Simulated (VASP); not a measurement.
# Mg2Sn (Fm-3m) in VASP: single point with PBE

Aim: the single point of Mg2Sn with PBE.

All numbers are computed with VASP 6.6.1; they aren't measurements. Logs are shortened: lines on timing, memory, paths and dates and some standing lists are left out, and cuts for length are marked.

## (1) The cell of the first run

It takes space group Fm-3m (No. 225, cubic). The conventional cell has a = 6.816 Å, b = 6.816 Å, c = 6.816 Å, α = 90.00°, β = 90.00°, γ = 90.00°. Within 3.9 Å of Mg (site symmetry -43m) lie 4 Sn at 2.95 Å and 6 Mg at 3.41 Å. Within 3.9 Å of Sn (site symmetry m-3m) lie 8 Mg at 2.95 Å.

## (2) Single point, PBE

Input file INCAR:

```
  PREC = Accurate
  ENCUT = 600
  EDIFF = 1E-6
  ISMEAR = 0
  SIGMA = 0.05
  LREAL = False
  LASPH = True
  NELM = 120
  ALGO = Normal
  ISIF = 2
  LWAVE = False
  LCHARG = True
  GGA = PE
  LELF = True
  LVHAR = True
  NBANDS = 16
  ISYM = 0
  GGA_COMPAT = False
```

Input file KPOINTS:

```
Automatic mesh
0
Gamma
  10 10 10
```

Input file POSCAR:

```
Mg2Sn
1.0
    0.0000000000      3.4080521656      3.4080521656
    3.4080521656      0.0000000000      3.4080521656
    3.4080521656      3.4080521656      0.0000000000
Mg Sn
2 1
Direct
    0.2500000000      0.2500000000      0.2500000000
    0.7500000000      0.7500000000      0.7500000000
    0.0000000000      0.0000000000      0.0000000000
```

Potentials or basis: VASP PAW PBE potentials, release 64 (Mg, Sn_d).

Started as:

```
$ cat potpaw_PBE.64/Mg/POTCAR potpaw_PBE.64/Sn_d/POTCAR > POTCAR
$ mpirun -np 1 vasp_std > vasp.out
```

OUTCAR:

```text
PREC = Accurate
   ENCUT = 600
   EDIFF = 1E-6
   ISMEAR = 0
   LREAL = False
   LASPH = True
   NELM = 120
   ISIF = 2
   GGA = PE
   ISYM = 0

 ion  position               nearest neighbor table
   1  0.250  0.250  0.250-   3 2.95   3 2.95   3 2.95   3 2.95   2 3.41   2 3.41   2 3.41   2 3.41
                             2 3.41   2 3.41
   2  0.750  0.750  0.750-   3 2.95   3 2.95   3 2.95   3 2.95   1 3.41   1 3.41   1 3.41   1 3.41
                             1 3.41   1 3.41
   3  0.000  0.000  0.000-   2 2.95   2 2.95   2 2.95   1 2.95   2 2.95   1 2.95   1 2.95   1 2.95

IMPORTANT INFORMATION: All symmetrisations will be switched off!
NOSYMM: (Re-)initialisation of all symmetry stuff for point group C_1.

----------------------------------------------------------------------------------------

                                     Primitive cell

  volume of cell :      79.1678

  direct lattice vectors                    reciprocal lattice vectors
     0.000000000  3.408052166  3.408052166    -0.146711369  0.146711369  0.146711369
     3.408052166  0.000000000  3.408052166     0.146711369 -0.146711369  0.146711369
     3.408052166  3.408052166  0.000000000     0.146711369  0.146711369 -0.146711369

  length of vectors
     4.819713594  4.819713594  4.819713594     0.254111546  0.254111546  0.254111546

  position of ions in fractional coordinates (direct lattice)
     0.250000000  0.250000000  0.250000000
     0.750000000  0.750000000  0.750000000
     0.000000000  0.000000000  0.000000000

  ion indices of the primitive-cell ions
   primitive index   ion index
                 1           1
                 2           2
                 3           3

----------------------------------------------------------------------------------------

 KPOINTS: Automatic mesh

Automatic generation of k-mesh.
 Grid dimensions read from file:
 generate k-points for:   10   10   10

 Generating k-lattice:

  Cartesian coordinates                     Fractional coordinates (reciprocal lattice)
    -0.014671137  0.014671137  0.014671137     0.100000000  0.000000000  0.000000000
     0.014671137 -0.014671137  0.014671137     0.000000000  0.100000000  0.000000000
     0.014671137  0.014671137 -0.014671137     0.000000000  0.000000000  0.100000000

  Length of vectors
     0.025411155  0.025411155  0.025411155

  Shift w.r.t. Gamma in fractional coordinates (k-lattice)
     0.000000000  0.000000000  0.000000000

 Subroutine IBZKPT returns following result:
 ===========================================

 Found    504 irreducible k-points:

 Following reciprocal coordinates:
            Coordinates               Weight
  0.000000  0.000000  0.000000      1.000000
  0.100000  0.000000  0.000000      2.000000
  0.000000  0.100000  0.000000      2.000000
  0.000000  0.000000  0.100000      2.000000
  0.100000  0.100000  0.100000      2.000000
  0.200000  0.000000  0.000000      2.000000
[... 16 lines left out ...]
  0.000000  0.100000  0.100000      2.000000
  0.100000  0.000000  0.100000      2.000000
 [... further k-points ...]
   k-points           NKPTS =    504   k-points in BZ     NKDIM =    504   number of bands    NBANDS=     16
   number of dos      NEDOS =    301   number of ions     NIONS =      3
   total plane-waves  NPLWV =  64000
   dimension x,y,z NGX =    40 NGY =   40 NGZ =   40
   dimension x,y,z NGXF=    80 NGYF=   80 NGZF=   80
   ions per type =               2   1
   NGX,Y,Z   is equivalent  to a cutoff of  13.80, 13.80, 13.80 a.u.
   NGXF,Y,Z  is equivalent  to a cutoff of  27.59, 27.59, 27.59 a.u.
 SYSTEM =  unknown system
   PREC   = accura    normal or accurate (medium, high low for compatibility)
   ISTART =      0    job   : 0-new  1-cont  2-samecut
   ICHARG =      2    charge: 1-file 2-atom 10-const
   ISPIN  =      1    spin polarized calculation?
   LNONCOLLINEAR =      F non collinear calculations
   LSORBIT =      F    spin-orbit coupling
   LASPH  =      T    aspherical Exc in radial PAW
   ENCUT  =  600.0 eV  44.10 Ry    6.64 a.u.   9.63  9.63  9.63*2*pi/ulx,y,z
   NELM   =    120;   NELMIN=  2; NELMDL= -5     # of ELM steps
   EDIFF  = 0.1E-05   stopping-criterion for ELM
   LREAL  =      F    real-space projection
   EDIFFG = 0.1E-04   stopping-criterion for IOM
   NSW    =      0    number of steps for IOM
   IBRION =     -1    ionic relax: 0-MD 1-quasi-New 2-CG
   NFREE  =      0    steps in history (QN), initial steepest desc. (CG)
   ISIF   =      2    stress and relaxation
   ISYM   =      0    0-nonsym 1-usesym 2-fastsym
   POTIM  = 0.5000    time-step for ionic-motion
   TEBEG  =    0.0;   TEEND  =   0.0 temperature during run
   PSTRESS=    0.0 pullay stress
   NELECT =      18.0000    total number of electrons
   NUPDOWN=      -1.0000    fix difference up-down
   EMIN   =  10.00;   EMAX   =-10.00  energy-range for DOS
   EFERMI =   0.00;   METHOD = LEGACY
   ISMEAR =     0;   SIGMA  =   0.05  broadening in eV -4-tet -1-fermi 0-gaus
   EFERMI_NEDOS =   21; number of points for ismear=-14 and -15
   IALGO  =     38    algorithm
   IMIX   =      4    mixing-type and parameters
     AMIX     =   0.40;   BMIX     =  1.00
     AMIX_MAG =   1.60;   BMIX_MAG =  1.00
  volume/ion in A,a.u.               =      26.39       178.08
  Fermi-wavevector in a.u.,A,eV,Ry     =   0.999193  1.888201 13.583878  0.998387
  Thomas-Fermi vector in A             =   2.131467
   LORBIT       =      0    0 simple, 1 ext, 2 COOP (PROOUT), +10 PAW based schemes
   GGA     = PE    functional components
   LHFCALC =     F    Hartree Fock is set to
   AEXX    =    0.0000 exact exchange contribution
   IVDW    =     0    specifies the selected vdW correction
   LEPSILON=     F    determine dielectric tensor
   LRPA    =     F    only Hartree local field effects (RPA)
 non-spin polarized calculation
 Gauss-broadening in eV      SIGMA  =   0.05
  energy-cutoff  :      600.00
  volume of cell :       79.17
 maximum number of plane-waves:      2685
   NGX = 19   NGY = 19   NGZ = 19

 number of electron      18.0000004 magnetization

 Free energy of the ion-electron system (eV)
  ---------------------------------------------------
  ext. energy  EPLUGINS =         0.00000000
  ---------------------------------------------------
  free energy    TOTEN  =        -7.43341154 eV

  energy without entropy =       -7.43286018  energy(sigma->0) =       -7.43313586

 E-fermi :   4.0454     XC(G=0):  -8.6716

 val. band max:        4.0341928770   @ k =   0.0000   0.4000   0.4000
 cond. band min:       4.1104152291   @ k =   0.0000   0.0000   0.0000
 fundamental gap:      0.0762223521
 Fermi energy:         4.0454440555

 k-point     1 :       0.0000    0.0000    0.0000
  band No.  band energies     occupation
      1     -16.8569      2.00000
      2     -16.8569      2.00000
      3     -16.8569      2.00000
      4     -16.8208      2.00000
      5     -16.8208      2.00000
      6      -4.8890      2.00000
[... 8 lines left out ...]
     15       9.5220      0.00000
     16       9.5220      0.00000

 k-point     2 :       0.1000    0.0000    0.0000
  band No.  band energies     occupation
      1     -16.8569      2.00000
      2     -16.8566      2.00000
      3     -16.8566      2.00000
      4     -16.8208      2.00000
      5     -16.8208      2.00000
      6      -4.8098      2.00000
[... 8 lines left out ...]
     15       8.8047      0.00000
     16       8.8047      0.00000

 k-point     3 :       0.0000    0.1000    0.0000
  band No.  band energies     occupation
      1     -16.8569      2.00000
      2     -16.8566      2.00000
      3     -16.8566      2.00000
      4     -16.8208      2.00000
      5     -16.8208      2.00000
      6      -4.8098      2.00000
[... 8 lines left out ...]
     15       8.8047      0.00000
     16       8.8047      0.00000

 k-point     4 :       0.0000    0.0000    0.1000
  band No.  band energies     occupation
      1     -16.8569      2.00000
      2     -16.8566      2.00000
      3     -16.8566      2.00000
      4     -16.8208      2.00000
      5     -16.8208      2.00000
      6      -4.8098      2.00000
[... 8 lines left out ...]
     15       8.8047      0.00000
     16       8.8047      0.00000

 k-point     5 :       0.1000    0.1000    0.1000
  band No.  band energies     occupation
      1     -16.8569      2.00000
      2     -16.8566      2.00000
      3     -16.8566      2.00000
      4     -16.8208      2.00000
      5     -16.8208      2.00000
      6      -4.8098      2.00000
[... 8 lines left out ...]
     15       8.8047      0.00000
     16       8.8047      0.00000

 k-point     6 :       0.2000    0.0000    0.0000
  band No.  band energies     occupation
      1     -16.8567      2.00000
      2     -16.8559      2.00000
      3     -16.8559      2.00000
      4     -16.8207      2.00000
      5     -16.8207      2.00000
      6      -4.5799      2.00000
[... 8 lines left out ...]
     15       8.4491      0.00000
     16       8.8622      0.00000
[... 267 lines left out ...]
 k-point    21 :       0.5000    0.5000    0.5000
  band No.  band energies     occupation
      1     -16.8563      2.00000
      2     -16.8540      2.00000
      3     -16.8540      2.00000
      4     -16.8203      2.00000
      5     -16.8203      2.00000
      6      -3.6672      2.00000
[... 8 lines left out ...]
     15      10.9105      0.00000
     16      11.4332      0.00000

 k-point    22 :       0.1000    0.1000    0.0000
  band No.  band energies     occupation
      1     -16.8572      2.00000
      2     -16.8563      2.00000
      3     -16.8563      2.00000
      4     -16.8210      2.00000
      5     -16.8205      2.00000
      6      -4.7833      2.00000
[... 8 lines left out ...]
     15       8.6879      0.00000
     16       9.6309      0.00000

 k-point    23 :       0.0000    0.1000    0.1000
  band No.  band energies     occupation
      1     -16.8572      2.00000
      2     -16.8563      2.00000
      3     -16.8563      2.00000
      4     -16.8210      2.00000
      5     -16.8205      2.00000
      6      -4.7833      2.00000
[... 8 lines left out ...]
     15       8.6879      0.00000
     16       9.6309      0.00000

 k-point    24 :       0.1000    0.0000    0.1000
  band No.  band energies     occupation
      1     -16.8572      2.00000
      2     -16.8563      2.00000
      3     -16.8563      2.00000
      4     -16.8210      2.00000
      5     -16.8205      2.00000
      6      -4.7833      2.00000
[... 8 lines left out ...]
     15       8.6879      0.00000
     16       9.6309      0.00000

 [... further k-points ...]

------------------------ aborting loop because EDIFF is reached ----------------------------------------

  FORCE on cell =-STRESS in cart. coord.  units (eV):
  Direction    XX          YY          ZZ          XY          YZ          ZX
  --------------------------------------------------------------------------------------
  -------------------------------------------------------------------------------------
  Total       -0.0063454     -0.0063278     -0.0063373     -0.0000002      0.0000056     -0.0000013
  in kB       -0.1284166     -0.1280611     -0.1282521     -0.0000049      0.0001141     -0.0000263
  external PRESSURE =      -0.1282433 kB  Pullay stress =       0.0000000 kB

 VOLUME and BASIS-vectors are now :
 -----------------------------------------------------------------------------
  energy-cutoff  :      600.00
  volume of cell :       79.17
      direct lattice vectors                 reciprocal lattice vectors
     0.000000000  3.408052166  3.408052166    -0.146711369  0.146711369  0.146711369
     3.408052166  0.000000000  3.408052166     0.146711369 -0.146711369  0.146711369
     3.408052166  3.408052166  0.000000000     0.146711369  0.146711369 -0.146711369

 POSITION                                       TOTAL-FORCE (eV/Angst)
 -----------------------------------------------------------------------------------
      1.70403      1.70403      1.70403        -0.000001      0.000001      0.000000
      5.11208      5.11208      5.11208        -0.000000      0.000001      0.000000
      0.00000      0.00000      0.00000         0.000001     -0.000002     -0.000000
 -----------------------------------------------------------------------------------
    total drift:                                0.000001     -0.000003     -0.000001

  FREE ENERGIE OF THE ION-ELECTRON SYSTEM (eV)
  ---------------------------------------------------
  free  energy   TOTEN  =        -7.4334115396 eV

  energy  without entropy=       -7.4328601812  energy(sigma->0) =       -7.43313586
```

It took 4.3 min on 1 thread of Intel Xeon 6975P-C (Granite Rapids), shared host; peak memory 0.9 GiB.

Results:

```
Free energy            : -7.4334 eV
Pressure               : 0.0 GPa
Band gap on the k mesh : zero (bands 9 and 10 overlap by 0.20 eV)
```

Levels at points of the mesh, in eV from the Fermi level:
```csv
k point,band 6,band 7,band 8,band 9,band 10,band 11,band 12,band 13
"(0.00, 0.00, 0.00)",-8.93,0.06,0.06,0.06,1.34,2.17,2.17,2.17
"(0.50, 0.00, 0.00)",-7.71,-4.67,-0.75,-0.75,0.63,2.26,2.26,3.97
"(0.00, 0.50, 0.00)",-7.71,-4.67,-0.75,-0.75,0.63,2.26,2.26,3.97
"(0.00, 0.00, 0.50)",-7.71,-4.67,-0.75,-0.75,0.63,2.26,2.26,3.97
"(0.50, 0.50, 0.50)",-7.71,-4.67,-0.75,-0.75,0.63,2.26,2.26,3.97
"(0.50, 0.50, 0.00)",-7.22,-4.47,-2.00,-2.00,-0.13,0.25,7.17,7.17
"(0.00, 0.50, 0.50)",-7.22,-4.47,-2.00,-2.00,-0.13,0.25,7.17,7.17
"(0.50, 0.00, 0.50)",-7.22,-4.47,-2.00,-2.00,-0.13,0.25,7.17,7.17
```

Caveat: spin-orbit coupling is left out, which moves the levels of the heavy elements.

The gap in the log of VASP goes by the Fermi energy; the results here count the filled bands.